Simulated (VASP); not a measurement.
# Cu3O (Im-3m) in VASP: further runs

The runs below take Cu3O through single point, with PBE.

Everything below comes from runs of VASP 6.6.1. Logs are shortened: lines on timing, memory, paths and dates and some standing lists are left out, and cuts for length are marked.

## 1. The cell of the first run

The structure is cubic, space group Im-3m (No. 229). The conventional cell has a = 4.758 Å, b = 4.758 Å, c = 4.758 Å, α = 90.00°, β = 90.00°, γ = 90.00°. Within 3.1 Å of Cu (site symmetry 4/mmm) lie 4 Cu at 2.38 Å and 2 O at 2.38 Å. Within 3.1 Å of O (site symmetry m-3m) lie 6 Cu at 2.38 Å.

## 2. Single point, PBE, collinear spin, ferromagnetic start

The input, INCAR:

```
ALGO = Normal ; EDIFF = 1E-6
ENCUT = 520 ; GGA = PE
ISIF = 2 ; ISMEAR = 0
ISPIN = 2 ; LASPH = True
LCHARG = True ; LELF = True
LMAXMIX = 4 ; LORBIT = 11
LREAL = False ; LVHAR = True
LWAVE = False ; MAGMOM = 1 1 1 0
NBANDS = 32 ; NELM = 150
PREC = Accurate ; SIGMA = 0.1
```

The input, KPOINTS:

```
k-points
0
Gamma
  6 6 6
```

The input, POSCAR:

```
Cu3O
1.0
   -2.3791871500      2.3791871500      2.3791871500
    2.3791871500     -2.3791871500      2.3791871500
    2.3791871500      2.3791871500     -2.3791871500
Cu O
3 1
Direct
    0.0000000000      0.5000000000      0.5000000000
    0.5000000000      0.0000000000      0.5000000000
    0.5000000000      0.5000000000      0.0000000000
    0.0000000000      0.0000000000      0.0000000000
```

Potentials or basis: VASP PAW PBE potentials, release 64 (Cu, O).

Launch:

```console
> cat potpaw_PBE.64/Cu/POTCAR potpaw_PBE.64/O/POTCAR > POTCAR
> mpirun -np 1 vasp_std > vasp.out
```

OUTCAR:

```text
EDIFF = 1E-6
   ENCUT = 520
   GGA = PE
   ISIF = 2
   ISMEAR = 0
   ISPIN = 2
   LASPH = True
   LORBIT = 11
   LREAL = False
   NELM = 150
   PREC = Accurate

 ion  position               nearest neighbor table
   1  0.000  0.500  0.500-   2 2.38   3 2.38   4 2.38   4 2.38   3 2.38   2 2.38
   2  0.500  0.000  0.500-   1 2.38   3 2.38   4 2.38   3 2.38   4 2.38   1 2.38
   3  0.500  0.500  0.000-   1 2.38   2 2.38   4 2.38   2 2.38   1 2.38   4 2.38
   4  0.000  0.000  0.000-   1 2.38   2 2.38   3 2.38   1 2.38   2 2.38   3 2.38

  LATTYP: Found a body centered cubic cell.
 ALAT       =     4.7583743000

  Lattice vectors:

 A1 = (  -2.3791871500,   2.3791871500,   2.3791871500)
 A2 = (   2.3791871500,  -2.3791871500,   2.3791871500)
 A3 = (   2.3791871500,   2.3791871500,  -2.3791871500)

Analysis of symmetry for initial positions (statically):
=====================================================================
 Subroutine PRICEL returns:
 Original cell was already a primitive cell.

 Routine SETGRP: Setting up the symmetry group for a
 body centered cubic supercell.

 Subroutine GETGRP returns: Found 48 space group operations
 (whereof 48 operations were pure point group operations)
 out of a pool of 48 trial point group operations.

The static configuration has the point symmetry O_h .

Analysis of symmetry for dynamics (positions and initial velocities):
=====================================================================
 Subroutine PRICEL returns:
 Original cell was already a primitive cell.

 Routine SETGRP: Setting up the symmetry group for a
 body centered cubic supercell.

 Subroutine GETGRP returns: Found 48 space group operations
 (whereof 48 operations were pure point group operations)
 out of a pool of 48 trial point group operations.

The dynamic configuration has the point symmetry O_h .

Analysis of structural, dynamic, and magnetic symmetry:
=====================================================================
 Subroutine PRICEL returns:
 Original cell was already a primitive cell.

 Routine SETGRP: Setting up the symmetry group for a
 body centered cubic supercell.

 Subroutine GETGRP returns: Found 48 space group operations
 (whereof 48 operations were pure point group operations)
 out of a pool of 48 trial point group operations.

The overall configuration has the point symmetry O_h .

 Subroutine INISYM returns: Found 48 space group operations
 (whereof 48 operations are pure point group operations),
 and found     1 'primitive' translations

----------------------------------------------------------------------------------------

                                     Primitive cell

  volume of cell :      53.8699

  direct lattice vectors                    reciprocal lattice vectors
    -2.379187150  2.379187150  2.379187150     0.000000000  0.210155809  0.210155809
     2.379187150 -2.379187150  2.379187150     0.210155809  0.000000000  0.210155809
     2.379187150  2.379187150 -2.379187150     0.210155809  0.210155809  0.000000000

  length of vectors
     4.120873025  4.120873025  4.120873025     0.297205195  0.297205195  0.297205195

  position of ions in fractional coordinates (direct lattice)
     0.000000000  0.500000000  0.500000000
     0.500000000  0.000000000  0.500000000
     0.500000000  0.500000000  0.000000000
     0.000000000  0.000000000  0.000000000

  ion indices of the primitive-cell ions
   primitive index   ion index
                 1           1
                 2           2
                 3           3
                 4           4

----------------------------------------------------------------------------------------

 KPOINTS: k-points

Automatic generation of k-mesh.
 Grid dimensions read from file:
 generate k-points for:    6    6    6

 Generating k-lattice:

  Cartesian coordinates                     Fractional coordinates (reciprocal lattice)
     0.000000000  0.035025968  0.035025968     0.166666667  0.000000000  0.000000000
     0.035025968  0.000000000  0.035025968     0.000000000  0.166666667  0.000000000
     0.035025968  0.035025968  0.000000000     0.000000000  0.000000000  0.166666667

  Length of vectors
     0.049534199  0.049534199  0.049534199

  Shift w.r.t. Gamma in fractional coordinates (k-lattice)
     0.000000000  0.000000000  0.000000000

 Subroutine IBZKPT returns following result:
 ===========================================

 Found     16 irreducible k-points:

 Following reciprocal coordinates:
            Coordinates               Weight
  0.000000  0.000000  0.000000      1.000000
  0.166667  0.000000  0.000000     12.000000
  0.333333  0.000000  0.000000     12.000000
  0.500000  0.000000  0.000000      6.000000
  0.166667  0.166667  0.000000     24.000000
  0.333333  0.166667 -0.000000     48.000000
[... 8 lines left out ...]
  0.500000  0.500000  0.333333     12.000000
  0.500000  0.500000  0.500000      1.000000
   k-points           NKPTS =     16   k-points in BZ     NKDIM =     16   number of bands    NBANDS=     32
   number of dos      NEDOS =    301   number of ions     NIONS =      4
   total plane-waves  NPLWV =  32768
   dimension x,y,z NGX =    32 NGY =   32 NGZ =   32
   dimension x,y,z NGXF=    64 NGYF=   64 NGZF=   64
   ions per type =               3   1
   NGX,Y,Z   is equivalent  to a cutoff of  12.91, 12.91, 12.91 a.u.
   NGXF,Y,Z  is equivalent  to a cutoff of  25.82, 25.82, 25.82 a.u.
 SYSTEM =  unknown system
   PREC   = accura    normal or accurate (medium, high low for compatibility)
   ISTART =      0    job   : 0-new  1-cont  2-samecut
   ICHARG =      2    charge: 1-file 2-atom 10-const
   ISPIN  =      2    spin polarized calculation?
   LNONCOLLINEAR =      F non collinear calculations
   LSORBIT =      F    spin-orbit coupling
   LASPH  =      T    aspherical Exc in radial PAW
   ENCUT  =  520.0 eV  38.22 Ry    6.18 a.u.   7.66  7.66  7.66*2*pi/ulx,y,z
   NELM   =    150;   NELMIN=  2; NELMDL= -5     # of ELM steps
   EDIFF  = 0.1E-05   stopping-criterion for ELM
   LREAL  =      F    real-space projection
   EDIFFG = 0.1E-04   stopping-criterion for IOM
   NSW    =      0    number of steps for IOM
   IBRION =     -1    ionic relax: 0-MD 1-quasi-New 2-CG
   NFREE  =      0    steps in history (QN), initial steepest desc. (CG)
   ISIF   =      2    stress and relaxation
   ISYM   =      2    0-nonsym 1-usesym 2-fastsym
   POTIM  = 0.5000    time-step for ionic-motion
   TEBEG  =    0.0;   TEEND  =   0.0 temperature during run
   PSTRESS=    0.0 pullay stress
   NELECT =      39.0000    total number of electrons
   NUPDOWN=      -1.0000    fix difference up-down
   EMIN   =  10.00;   EMAX   =-10.00  energy-range for DOS
   EFERMI =   0.00;   METHOD = LEGACY
   ISMEAR =     0;   SIGMA  =   0.10  broadening in eV -4-tet -1-fermi 0-gaus
   EFERMI_NEDOS =   21; number of points for ismear=-14 and -15
   IALGO  =     38    algorithm
   IMIX   =      4    mixing-type and parameters
     AMIX     =   0.40;   BMIX     =  1.00
     AMIX_MAG =   1.60;   BMIX_MAG =  1.00
  volume/ion in A,a.u.               =      13.47        90.88
  Fermi-wavevector in a.u.,A,eV,Ry     =   1.469990  2.777879 29.400436  2.160871
  Thomas-Fermi vector in A             =   2.585301
   LORBIT       =     11    0 simple, 1 ext, 2 COOP (PROOUT), +10 PAW based schemes
   GGA     = PE    functional components
   LHFCALC =     F    Hartree Fock is set to
   AEXX    =    0.0000 exact exchange contribution
   IVDW    =     0    specifies the selected vdW correction
   LEPSILON=     F    determine dielectric tensor
   LRPA    =     F    only Hartree local field effects (RPA)
 spin polarized calculation
 Gauss-broadening in eV      SIGMA  =   0.10
  energy-cutoff  :      520.00
  volume of cell :       53.87
 maximum number of plane-waves:      1481
 NGX is ok and might be reduce to    32
   NGX = 15   NGY = 15   NGZ = 15

 number of electron      38.9999980 magnetization       0.0010217

 number of electron      38.9999980 magnetization      -0.0003026

 Free energy of the ion-electron system (eV)
  ---------------------------------------------------
  ext. energy  EPLUGINS =         0.00000000
  ---------------------------------------------------
  free energy    TOTEN  =       -14.47039634 eV

  energy without entropy =      -14.45994826  energy(sigma->0) =      -14.46517230

 E-fermi :   4.3570     XC(G=0): -11.2300

 val. band max:        4.2823228200   @ k =   0.3333   0.1667  -0.0000
 cond. band min:       4.3583786796   @ k =   0.5000   0.5000   0.1667
 fundamental gap:      0.0760558596
 Fermi energy:         4.3570212668

 spin component 1

 k-point     1 :       0.0000    0.0000    0.0000
  band No.  band energies     occupation
      1     -13.0740      1.00000
      2      -1.3132      1.00000
      3       0.8074      1.00000
      4       0.8074      1.00000
      5       0.9044      1.00000
      6       0.9044      1.00000
[... 533 lines left out ...]
     30      20.1232      0.00000
     31      20.1232      0.00000
 Fermi energy:         4.3570212668

 spin component 2

 k-point     1 :       0.0000    0.0000    0.0000
  band No.  band energies     occupation
      1     -13.0740      1.00000
      2      -1.3132      1.00000
      3       0.8074      1.00000
      4       0.8074      1.00000
      5       0.9043      1.00000
      6       0.9043      1.00000
[... 533 lines left out ...]
     30      20.1232      0.00000
     31      20.1232      0.00000
 [bands above 31 left out]

------------------------ aborting loop because EDIFF is reached ----------------------------------------

  FORCE on cell =-STRESS in cart. coord.  units (eV):
  Direction    XX          YY          ZZ          XY          YZ          ZX
  --------------------------------------------------------------------------------------
  -------------------------------------------------------------------------------------
  Total       -2.4907556     -2.4907556     -2.4907556     -0.0000000     -0.0000000      0.0000000
  in kB      -74.0791325    -74.0791325    -74.0791325     -0.0000000     -0.0000000      0.0000000
  external PRESSURE =     -74.0791325 kB  Pullay stress =       0.0000000 kB

 VOLUME and BASIS-vectors are now :
 -----------------------------------------------------------------------------
  energy-cutoff  :      520.00
  volume of cell :       53.87
      direct lattice vectors                 reciprocal lattice vectors
    -2.379187150  2.379187150  2.379187150     0.000000000  0.210155809  0.210155809
     2.379187150 -2.379187150  2.379187150     0.210155809  0.000000000  0.210155809
     2.379187150  2.379187150 -2.379187150     0.210155809  0.210155809  0.000000000

 POSITION                                       TOTAL-FORCE (eV/Angst)
 -----------------------------------------------------------------------------------
      2.37919      0.00000      0.00000         0.000000     -0.000000      0.000000
      0.00000      2.37919      0.00000         0.000000      0.000000     -0.000000
      0.00000      0.00000      2.37919         0.000000     -0.000000     -0.000000
      0.00000      0.00000      0.00000        -0.000000      0.000000     -0.000000
 -----------------------------------------------------------------------------------
    total drift:                               -0.000000     -0.000000      0.000000

  FREE ENERGIE OF THE ION-ELECTRON SYSTEM (eV)
  ---------------------------------------------------
  free  energy   TOTEN  =       -14.4703963406 eV

  energy  without entropy=      -14.4599482640  energy(sigma->0) =      -14.46517230

 total charge

# of ion       s       p       d       tot
------------------------------------------
    1        0.405   0.233   9.226   9.864
    2        0.405   0.233   9.226   9.864
    3        0.405   0.233   9.226   9.864
    4        1.615   3.140   0.000   4.755
--------------------------------------------------
tot          2.830   3.840  27.677  34.347

 magnetization (x)

# of ion       s       p       d       tot
------------------------------------------
    1       -0.000   0.000  -0.000  -0.000
    2       -0.000   0.000  -0.000  -0.000
    3       -0.000   0.000  -0.000  -0.000
    4       -0.000  -0.000   0.000  -0.000
--------------------------------------------------
tot         -0.000  -0.000  -0.000  -0.000
```

Wall time 91 s (1 thread of AMD EPYC 7R43 (Zen 3), shared host); peak memory 0.18 GiB.

Results:

```
Free energy                                           : -14.4704 eV
Pressure                                              : -7.4 GPa
Net moment                                            : 0.00 μB per cell
Valence electrons inside the program's atomic spheres : Cu 9.86; O 4.75
```

Levels at points of the mesh, in eV from the Fermi level:
Spin up:
```
           k point  band 16  band 17  band 18  band 19  band 20  band 21  band 22  band 23
(0.00, 0.00, 0.00)    -1.46    -1.30    -1.30    -1.30    -0.59     4.73     4.73     4.73
(0.50, 0.00, 0.00)    -1.63    -1.40    -1.36    -1.02    -0.29     1.54     3.39     5.43
(0.50, 0.50, 0.50)    -1.35    -1.29    -1.29    -1.29     1.67     1.67     2.82     2.82
```
Spin down:
| k point | band 15 | band 16 | band 17 | band 18 | band 19 | band 20 | band 21 | band 22 | band 23 | band 24 |
| --- | --- | --- | --- | --- | --- | --- | --- | --- | --- | --- |
| (0.00, 0.00, 0.00) | -1.46 | -1.46 | -1.30 | -1.30 | -1.30 | -0.59 | 4.73 | 4.73 | 4.73 | 8.92 |
| (0.50, 0.00, 0.00) | -1.77 | -1.63 | -1.40 | -1.36 | -1.02 | -0.29 | 1.54 | 3.39 | 5.43 | 7.31 |
| (0.50, 0.50, 0.50) | -1.35 | -1.35 | -1.29 | -1.29 | -1.29 | 1.67 | 1.67 | 2.82 | 2.82 | 2.82 |

With open d or f shells a metallic result of PBE can be an artefact of self-interaction; +U or a hybrid may open a gap.

## 3. Single point, PBE

This run uses another cell than the first one, of 12.41 Å³/atom, 0.922 times its volume.

The input, INCAR:

```
PREC = Accurate
ENCUT = 520
EDIFF = 1E-6
ISMEAR = 0
SIGMA = 0.1
LREAL = F
LASPH = T
NELM = 80
ALGO = Normal
ISIF = 2
LWAVE = F
LCHARG = T
GGA = PE
LELF = T
LVHAR = T
NBANDS = 28
```

The input, KPOINTS:

```
regular mesh
0
Gamma
  14 14 14
```

The input, POSCAR:

```
Cu3O
1.0
   -2.3153495095      2.3153495095      2.3153495095
    2.3153495095     -2.3153495095      2.3153495095
    2.3153495095      2.3153495095     -2.3153495095
Cu O
3 1
Direct
    0.0000000000      0.5000000000      0.5000000000
    0.5000000000      0.0000000000      0.5000000000
    0.5000000000      0.5000000000      0.0000000000
    0.0000000000      0.0000000000      0.0000000000
```

Potentials or basis: VASP PAW PBE potentials, release 64 (Cu, O).

Launch:

```console
> cat potpaw_PBE.64/Cu/POTCAR potpaw_PBE.64/O/POTCAR > POTCAR
> mpirun -np 1 vasp_std > vasp.out
```

OUTCAR:

```text
PREC = Accurate
   ENCUT = 520
   EDIFF = 1E-6
   ISMEAR = 0
   LREAL = F
   LASPH = T
   NELM = 80
   ISIF = 2
   GGA = PE

 ion  position               nearest neighbor table
   1  0.000  0.500  0.500-   2 2.32   3 2.32   4 2.32   4 2.32   3 2.32   2 2.32
   2  0.500  0.000  0.500-   1 2.32   3 2.32   4 2.32   3 2.32   4 2.32   1 2.32
   3  0.500  0.500  0.000-   1 2.32   2 2.32   4 2.32   2 2.32   1 2.32   4 2.32
   4  0.000  0.000  0.000-   1 2.32   2 2.32   3 2.32   1 2.32   2 2.32   3 2.32

[... 937 lines left out ...]
     28      18.9141      0.00000

 [... further k-points ...]
[... 5 lines left out ...]
  --------------------------------------------------------------------------------------
  -------------------------------------------------------------------------------------
  Total        0.0820976      0.0820976      0.0820976      0.0000000      0.0000000     -0.0000000
  in kB        2.6493026      2.6493026      2.6493026      0.0000000      0.0000000     -0.0000000
  external PRESSURE =       2.6493026 kB  Pullay stress =       0.0000000 kB

 VOLUME and BASIS-vectors are now :
 -----------------------------------------------------------------------------
  energy-cutoff  :      520.00
  volume of cell :       49.65
      direct lattice vectors                 reciprocal lattice vectors
    -2.315349509  2.315349509  2.315349509     0.000000000  0.215950118  0.215950118
     2.315349509 -2.315349509  2.315349509     0.215950118  0.000000000  0.215950118
     2.315349509  2.315349509 -2.315349509     0.215950118  0.215950118  0.000000000

 POSITION                                       TOTAL-FORCE (eV/Angst)
 -----------------------------------------------------------------------------------
      2.31535      0.00000      0.00000        -0.000000     -0.000000     -0.000000
      0.00000      2.31535      0.00000         0.000000      0.000000     -0.000000
      0.00000      0.00000      2.31535         0.000000     -0.000000      0.000000
      0.00000      0.00000      0.00000        -0.000000     -0.000000      0.000000
 -----------------------------------------------------------------------------------
    total drift:                                0.000000     -0.000000      0.000000

  FREE ENERGIE OF THE ION-ELECTRON SYSTEM (eV)
  ---------------------------------------------------
  free  energy   TOTEN  =       -14.5731886341 eV

  energy  without entropy=      -14.5646032254  energy(sigma->0) =      -14.56889593
```

It took 3.4 min on 1 thread of AMD EPYC 7R43 (Zen 3), shared host; peak memory 0.21 GiB.

Results:

* Free energy: -14.5732 eV
* Pressure: 0.3 GPa

Levels at points of the mesh, in eV from the Fermi level:
| k point | band 15 | band 16 | band 17 | band 18 | band 19 | band 20 | band 21 | band 22 | band 23 | band 24 |
| --- | --- | --- | --- | --- | --- | --- | --- | --- | --- | --- |
| (0.00, 0.00, 0.00) | -1.68 | -1.68 | -1.50 | -1.50 | -1.50 | -0.69 | 4.74 | 4.74 | 4.74 | 9.61 |
| (0.50, 0.00, 0.00) | -2.03 | -1.87 | -1.61 | -1.58 | -1.20 | -0.38 | 1.59 | 3.31 | 5.74 | 7.52 |
| (0.50, 0.50, 0.50) | -1.57 | -1.57 | -1.48 | -1.48 | -1.48 | 1.75 | 1.75 | 2.75 | 2.75 | 2.75 |

Caveat: an odd number of electrons without spin polarisation forces a metal; a magnetic or distorted state may lie lower.
